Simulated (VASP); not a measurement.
# NaHf3 (Pm-3m) in VASP: notebook, part 2 of 2

VASP 6.6.1. Earlier steps stand in the parts before.

## (4) Relaxation of cell and atoms, PBE

The input, INCAR:

```
PREC     = Accurate       # precision mode
ENCUT    = 600            # plane-wave cutoff, eV
EDIFF    = 1E-6           # SCF threshold, eV
ISMEAR   = 0              # smearing method
SIGMA    = 0.1            # smearing width, eV
LREAL    = F              # projectors in reciprocal space
LASPH    = T              # aspherical terms in the spheres
NELM     = 80             # most SCF steps
ALGO     = Normal         # electronic algorithm
ISIF     = 3              # what is computed and relaxed
LWAVE    = F              # write WAVECAR
LCHARG   = F              # write CHGCAR
GGA      = PE             # functional
IBRION   = 2              # ionic algorithm
NSW      = 90             # ionic steps
EDIFFG   = -0.04          # ionic threshold
```

The input, KPOINTS:

```
Automatic mesh
0
Gamma
  4 4 4
```

The input, POSCAR:

```
NaHf3
1.0
    4.2654928833      0.0000000000      0.0000000000
    0.0000000000      4.2654928833      0.0000000000
    0.0000000000      0.0000000000      4.2654928833
Na Hf
1 3
Direct
    0.0000000000      0.0000000000      0.0000000000
    0.0000000000      0.5000000000      0.5000000000
    0.5000000000      0.0000000000      0.5000000000
    0.5000000000      0.5000000000      0.0000000000
```

Potentials or basis: VASP PAW PBE potentials, release 64 (Na_pv, Hf_pv).

On the command line:

```sh
> cat potpaw_PBE.64/Na_pv/POTCAR potpaw_PBE.64/Hf_pv/POTCAR > POTCAR
> mpirun -np 1 vasp_std > vasp.out
```

OUTCAR:

```text
PREC = Accurate
   ENCUT = 600
   EDIFF = 1E-6
   ISMEAR = 0
   LREAL = F
   LASPH = T
   NELM = 80
   ISIF = 3
   GGA = PE
   IBRION = 2
   NSW = 90
   EDIFFG = -0.04

 ion  position               nearest neighbor table
   1  0.000  0.000  0.000-   2 3.02   3 3.02   4 3.02   2 3.02   3 3.02   2 3.02   4 3.02   2 3.02
                             3 3.02   4 3.02   3 3.02   4 3.02
   2  0.000  0.500  0.500-   1 3.02   3 3.02   4 3.02   1 3.02   4 3.02   1 3.02   3 3.02   1 3.02
                             3 3.02   4 3.02   4 3.02   3 3.02
   3  0.500  0.000  0.500-   1 3.02   2 3.02   4 3.02   1 3.02   4 3.02   2 3.02   4 3.02   4 3.02
                             1 3.02   2 3.02   1 3.02   2 3.02
   4  0.500  0.500  0.000-   1 3.02   2 3.02   3 3.02   2 3.02   3 3.02   1 3.02   3 3.02   3 3.02
                             1 3.02   2 3.02   2 3.02   1 3.02

  LATTYP: Found a simple cubic cell.
 ALAT       =     4.2654928833

  Lattice vectors:

 A1 = (   4.2654928833,   0.0000000000,   0.0000000000)
 A2 = (   0.0000000000,   4.2654928833,   0.0000000000)
 A3 = (   0.0000000000,   0.0000000000,   4.2654928833)

Analysis of symmetry for initial positions (statically):
=====================================================================
 Subroutine PRICEL returns:
 Original cell was already a primitive cell.

 Routine SETGRP: Setting up the symmetry group for a
 simple cubic supercell.

 Subroutine GETGRP returns: Found 48 space group operations
 (whereof 48 operations were pure point group operations)
 out of a pool of 48 trial point group operations.

The static configuration has the point symmetry O_h .

Analysis of symmetry for dynamics (positions and initial velocities):
=====================================================================
 Subroutine PRICEL returns:
 Original cell was already a primitive cell.

 Routine SETGRP: Setting up the symmetry group for a
 simple cubic supercell.

 Subroutine GETGRP returns: Found 48 space group operations
 (whereof 48 operations were pure point group operations)
 out of a pool of 48 trial point group operations.

The dynamic configuration has the point symmetry O_h .

 Subroutine INISYM returns: Found 48 space group operations
[... 114 lines left out ...]
   IVDW    =     0    specifies the selected vdW correction
   LEPSILON=     F    determine dielectric tensor
   LRPA    =     F    only Hartree local field effects (RPA)
 conjugate gradient relaxation of ions
 non-spin polarized calculation
 Gauss-broadening in eV      SIGMA  =   0.10
  energy-cutoff  :      600.00
  volume of cell :       77.61
 maximum number of plane-waves:      2624
 NGX is ok and might be reduce to    36
   NGX = 17   NGY = 17   NGZ = 17

--------------------------------------- Ionic step        1  -------------------------------------------

 number of electron      36.9999990 magnetization

 Free energy of the ion-electron system (eV)
  ---------------------------------------------------
  ext. energy  EPLUGINS =         0.00000000
  ---------------------------------------------------
  free energy    TOTEN  =       -28.18761395 eV

  energy without entropy =      -28.16078743  energy(sigma->0) =      -28.17420069

------------------------ aborting loop because EDIFF is reached ----------------------------------------

  FORCE on cell =-STRESS in cart. coord.  units (eV):
  Direction    XX          YY          ZZ          XY          YZ          ZX
  --------------------------------------------------------------------------------------
  -------------------------------------------------------------------------------------
  Total        7.1593667      7.1593667      7.1593667     -0.0000000     -0.0000000      0.0000000
  in kB      147.8010516    147.8010516    147.8010516     -0.0000000     -0.0000000      0.0000000
  external PRESSURE =     147.8010516 kB  Pullay stress =       0.0000000 kB
[... 25 lines left out ...]
--------------------------------------- Ionic step        2  -------------------------------------------

 number of electron      37.0000023 magnetization

 E-fermi :   3.2119     XC(G=0): -10.0974

 val. band max:        3.2025197363   @ k =   0.5000   0.0000   0.0000
 cond. band min:       3.2209387705   @ k =   0.5000   0.2500   0.2500
 fundamental gap:      0.0184190342
 Fermi energy:         3.2119162382

 k-point     1 :       0.0000    0.0000    0.0000
  band No.  band energies     occupation
      1     -27.6980      2.00000
      2     -27.6980      2.00000
      3     -27.6980      2.00000
      4     -27.5309      2.00000
      5     -27.5309      2.00000
      6     -27.5309      2.00000
[... 276 lines left out ...]
--------------------------------------- Ionic step        3  -------------------------------------------

 number of electron      36.9999979 magnetization

 Free energy of the ion-electron system (eV)
  ---------------------------------------------------
  ext. energy  EPLUGINS =         0.00000000
  ---------------------------------------------------
  free energy    TOTEN  =       -28.71602926 eV

  energy without entropy =      -28.69598397  energy(sigma->0) =      -28.70600662

 E-fermi :   3.7951     XC(G=0): -10.4995

 val. band max:        3.7189653309   @ k =   0.5000   0.0000   0.0000
 cond. band min:       3.8336730424   @ k =   0.5000   0.2500   0.2500
 fundamental gap:      0.1147077115
 Fermi energy:         3.7951094256

 k-point     1 :       0.0000    0.0000    0.0000
  band No.  band energies     occupation
      1     -26.9404      2.00000
      2     -26.9404      2.00000
      3     -26.9404      2.00000
      4     -26.6822      2.00000
      5     -26.6822      2.00000
      6     -26.6822      2.00000
[... 270 lines left out ...]
  FREE ENERGIE OF THE ION-ELECTRON SYSTEM (eV)
  ---------------------------------------------------
  free  energy   TOTEN  =       -28.7160292579 eV

  energy  without entropy=      -28.6959839742  energy(sigma->0) =      -28.70600662

 reached required accuracy - stopping structural energy minimisation
```

It took 42 s on 1 thread of Intel Xeon Platinum 8259CL at 2.50GHz (Skylake/Cascade Lake), shared host; peak memory 0.22 GiB.

Results:

```yaml
Free_energy: -28.7160 eV
Relaxed_volume: 22.62 Å³/atom
Relaxed_cell: a = 4.490 Å, b = 4.490 Å, c = 4.490 Å, α = 90.00°, β = 90.00°, γ = 90.00°
Space_group_after_relaxing_to_0.1_Å: Pm-3m (No. 221)
Energy_gained_by_relaxing: 132.1 meV/atom
Ionic_steps: 3
Pressure_after_relaxing: 0.0 GPa
Band_gap_on_the_k_mesh: zero (an odd number of electrons rules out a gap without spin polarisation)
```

Step by step:
```tsv
step	energy change (eV)	largest force (eV/Å)	pressure (GPa)	volume (Å³)
1	0.0000	0.0000	14.78	77.61
2	-0.3487	0.0000	-5.90	99.50
3	-0.5284	0.0000	0.01	90.49
```

Final structure:
```
CELL_PARAMETERS angstrom
4.48959 0.00000 0.00000
0.00000 4.48959 0.00000
0.00000 0.00000 4.48959
ATOMIC_POSITIONS crystal
Na 0.00000 0.00000 0.00000
Hf 0.00000 0.50000 0.50000
Hf 0.50000 0.00000 0.50000
Hf 0.50000 0.50000 0.00000
```

Levels at points of the mesh, in eV from the Fermi level:
| k point | band 17 | band 18 | band 19 | band 20 | band 21 | band 22 |
| --- | --- | --- | --- | --- | --- | --- |
| (0.00, 0.00, 0.00) | -1.12 | -1.12 | -1.12 | 2.63 | 2.63 | 2.63 |
| (0.50, 0.00, 0.00) | -0.25 | -0.25 | -0.08 | 0.78 | 0.78 | 1.58 |
| (0.50, 0.50, 0.00) | -0.22 | -0.19 | 0.10 | 0.10 | 1.03 | 1.03 |
| (0.50, 0.50, 0.50) | 0.72 | 0.72 | 0.72 | 0.77 | 1.19 | 1.19 |

Caveat: the k points lie up to 0.35 Å⁻¹ apart in the final cell, too coarse for converged energies and pressures of a metal; the volume moved by over 15 % at a fixed basis, so the end points are rough; spin-orbit coupling is left out, which moves the levels of the heavy elements.

## (5) The runs side by side

| task | cell | cutoff (eV) | gap on the mesh (eV) | pressure (GPa) |
| --- | --- | --- | --- | --- |
| single point | a = 4.265 Å, 4 atoms | 520 | none | 14.8 |
| single point | a = 4.489 Å, 4 atoms | 520 | none | 0.0 |
| relaxation of cell and atoms | relaxed from a = 4.265 Å, 4 atoms | 600 | none | 0.0 |

Alike in all rows: level PBE; potentials or basis VASP PAW PBE potentials, release 64 (Na_pv, Hf_pv); no spin polarisation; k mesh 4 × 4 × 4; smearing gaussian 0.1 eV.

Caveats: some runs use coarse meshes; spin-orbit coupling is left out, which moves the levels of the heavy elements; the volume moved by over 15 % at a fixed basis, so the end points are rough (at least some runs).

Total energies depend on the potentials used, so only differences within one code and one set of settings carry meaning.

The gap in the log of VASP goes by the Fermi energy; the results here count the filled bands.